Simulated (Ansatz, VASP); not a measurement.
## One calculation of BN, two programs

Contents of POSCAR:

```
BN
1.0
    2.5121490623      0.0000000000      0.0000000000
   -1.2560745311      2.1755849060      0.0000000000
    0.0000000000      0.0000000000      8.3518967055
B N
2 2
Direct
    0.0000000000      0.0000000000      0.5000000000
    0.3333333333      0.6666666667      0.0000000000
    0.3333333333      0.6666666667      0.5000000000
    0.6666666667      0.3333333333      0.0000000000
```

File INCAR.step1:

```
PREC     = Accurate       # precision mode
ENCUT    = 520            # plane-wave cutoff, eV
ISMEAR   = 0              # smearing method
SIGMA    = 0.02           # smearing width, eV
LREAL    = False          # projectors in reciprocal space
LASPH    = True           # aspherical terms in the spheres
NELM     = 60             # most SCF steps
NBANDS   = 16             # bands
GGA      = PE             # functional
ALGO     = Normal         # electronic algorithm
EDIFF    = 1E-4           # SCF threshold, eV
LWAVE    = True           # write WAVECAR
LCHARG   = False          # write CHGCAR
```

INCAR.step2

```
PREC     = Accurate       # precision mode
ENCUT    = 520            # plane-wave cutoff, eV
EDIFF    = 1E-6           # SCF threshold, eV
ISMEAR   = 0              # smearing method
SIGMA    = 0.02           # smearing width, eV
LREAL    = False          # projectors in reciprocal space
LASPH    = True           # aspherical terms in the spheres
NELM     = 60             # most SCF steps
ALGO     = Normal         # electronic algorithm
ISIF     = 2              # what is computed and relaxed
LWAVE    = False          # write WAVECAR
LCHARG   = False          # write CHGCAR
METAGGA  = R2SCAN         # meta-GGA
LMIXTAU  = True         
NBANDS   = 16             # bands
ISTART   = 1
```

Contents of KPOINTS:

```
regular mesh
0
Gamma
  12 12 4
```

Input for Ansatz:

```yaml
crystal:
  lattice:
    - [2.5121490623, 0.0, 0.0]
    - [-1.2560745311, 2.175584906, 0.0]
    - [0.0, 0.0, 8.3518967055]
  atoms:
    - { symbol: B, position: [0.0, 0.0, 0.5] }
    - { symbol: B, position: [0.3333333333, 0.6666666667, 0.0] }
    - { symbol: "N", position: [0.3333333333, 0.6666666667, 0.5] }
    - { symbol: "N", position: [0.6666666667, 0.3333333333, 0.0] }
basis:
  ecutwfc: 500
kpoints:
  mp_grid: { grid: [12, 12, 4] }
  band_path: { path: [VBM, CBM], npoints: 2 }
hamiltonian:
  xc: r2scan
scf:
  occupations: { method: gaussian, width: 0.02 }
output:
  forces: false
  stress: false
  eigenvalues: true
checkpoint:
  read: start.run
  write: ck
  compress: false
  write_wavefunctions: false
  write_every: 100000
```

Alike in both runs: task single point; functional r2SCAN; k mesh 12 × 12 × 4; occupations gaussian, width 0.02 eV; no spin polarisation.

```csv
,VASP,Ansatz
version,VASP 6.6.1,Ansatz 0.2.0
potentials or method,"VASP PAW PBE potentials, release 64 (B, N), cutoff 520 eV","scalar-relativistic, plane waves, PAW"
valence electrons in the cell,16,16
```

```csv
,VASP,Ansatz,Ansatz less VASP
gap on the k mesh at the Fermi level (eV),4.63,4.63,+0.006
least direct gap on the mesh (eV),5.35,5.29,-0.059
```

VASP's potentials were made for PBE, not for r2SCAN.
